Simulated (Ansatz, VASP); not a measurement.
# Two plane-wave programs on SnO2

```
Sn O
1.0
    -2.04619    2.04619    5.23271
     2.04619   -2.04619    5.23271
     2.04619    2.04619   -5.23271
Sn O
2 4
Direct
  0.75000 0.25000 0.50000
  0.00000 0.00000 0.00000
  0.79759 0.79759 0.00000
  0.95241 0.45241 0.50000
  0.20241 0.20241 0.00000
  0.54759 0.04759 0.50000
```

Alike in both runs: task single point; functional PBE; k mesh 8 × 8 × 8; no spin polarisation.

```csv
,VASP,Ansatz
version,VASP 6.6.1,Ansatz 0.2.0
potentials or method,"VASP PAW PBE potentials, release 64 (Sn_d, O)","plane waves, PAW"
plane-wave cutoff (eV),520,420
occupations,"gaussian, width 0.01 eV",fixed
valence electrons in the cell,52,52
```

```csv
,VASP,Ansatz,Ansatz less VASP
gap on the k mesh at the Fermi level (eV),1.02,1.03,+0.013
pressure (GPa),-3.9,-4.3,-0.47
"traceless stress, the component that is largest in VASP (GPa)",-0.56,-0.70,-0.142
rms of the force components (eV/Å),0.067,0.078,+0.0110
```

Atom by atom the forces differ by 0.011 eV/Å (rms over components).
